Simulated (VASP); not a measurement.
The system is Hg.

```
CELL_PARAMETERS angstrom
0.00000 3.12000 3.12000
3.12000 0.00000 3.12000
3.12000 3.12000 0.00000
ATOMIC_POSITIONS crystal
Hg 0.00000 0.00000 0.00000
Hg 0.25000 0.25000 0.25000
```

- Program: VASP 6.6.1
- Task: relaxation of cell and atoms
- Functional: LDA
- Potentials or basis: VASP PAW LDA potentials, release 64 (Hg_sv_GW)
- Cutoff: 550 eV
- k mesh: 6 × 6 × 6
- Occupations: fermi-dirac, width 0.1 eV
- Spin: no spin polarisation

At the start: pressure 4.0 GPa; volume 30.37 Å³/atom.

Q: Where does the relaxation end?

A: Over 3 steps the energy falls by 30.6 meV/atom and the volume is 33.07 Å³/atom (+8.9 %); space group Fd-3m (No. 227, to 0.1 Å) before and after.

The path:
| step | energy change (eV) | largest force (eV/Å) | pressure (GPa) | volume (Å³) |
| --- | --- | --- | --- | --- |
| 1 | 0.0000 | 0.0000 | 4.00 | 60.74 |
| 2 | -0.0576 | 0.0000 | -0.74 | 67.65 |
| 3 | -0.0611 | 0.0000 | 0.00 | 66.14 |

Final structure:
```
Hg
1.0
     0.00000    3.20975    3.20975
     3.20975    0.00000    3.20975
     3.20975    3.20975    0.00000
Hg
2
Direct
  0.00000 0.00000 0.00000
  0.25000 0.25000 0.25000
```
